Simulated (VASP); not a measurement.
Here is a VASP 6.6.1 calculation.

File INCAR:

```
SYSTEM = As2Se
  PREC = Accurate
  ENCUT = 600
  EDIFF = 1E-6
  ISMEAR = 0
  SIGMA = 0.1
  LREAL = .False.
  LASPH = .True.
  NELM = 80
  ALGO = Normal
  ISIF = 3
  LWAVE = .False.
  LCHARG = .False.
  GGA = PS
  IVDW = 12
  IBRION = 2
  NSW = 80
  EDIFFG = -0.01
```

KPOINTS

```
Automatic mesh
0
Gamma
  8 8 8
  0 0 0
```

The input POSCAR:

```
As2Se
1.0
   -3.5294180000      3.5294180000      2.6535710000
    3.5294180000     -3.5294180000      2.6535710000
    3.5294180000      3.5294180000     -2.6535710000
As Se
4 2
Direct
    0.8750000000      0.1250000000      0.7500000000
    0.3750000000      0.1250000000      0.2500000000
    0.8750000000      0.6250000000      0.7500000000
    0.8750000000      0.1250000000      0.2500000000
    0.5000000000      0.5000000000      0.0000000000
    0.2500000000      0.7500000000      0.5000000000
```

Potentials or basis: VASP PAW PBE potentials, release 64 (As, Se).

The run is started by

```sh
$ cat potpaw_PBE.64/As/POTCAR potpaw_PBE.64/Se/POTCAR > POTCAR
$ mpirun -np 1 vasp_std > vasp.out
```

Question: Predict the space group after relaxing (to 0.1 Å).

Answer: I4_1/amd (No. 141).

Question: Predict the relaxed cell.

Answer: a = 5.485 Å, b = 5.485 Å, c = 5.485 Å, α = 103.08°, β = 103.08°, γ = 123.18°.

Final structure:
```
As Se
1.0
    -3.41143    3.41143    2.60953
     3.41143   -3.41143    2.60953
     3.41143    3.41143   -2.60953
As Se
4 2
Direct
  0.87500 0.12500 0.75000
  0.37500 0.12500 0.25000
  0.87500 0.62500 0.75000
  0.87500 0.12500 0.25000
  0.50000 0.50000 0.00000
  0.25000 0.75000 0.50000
```
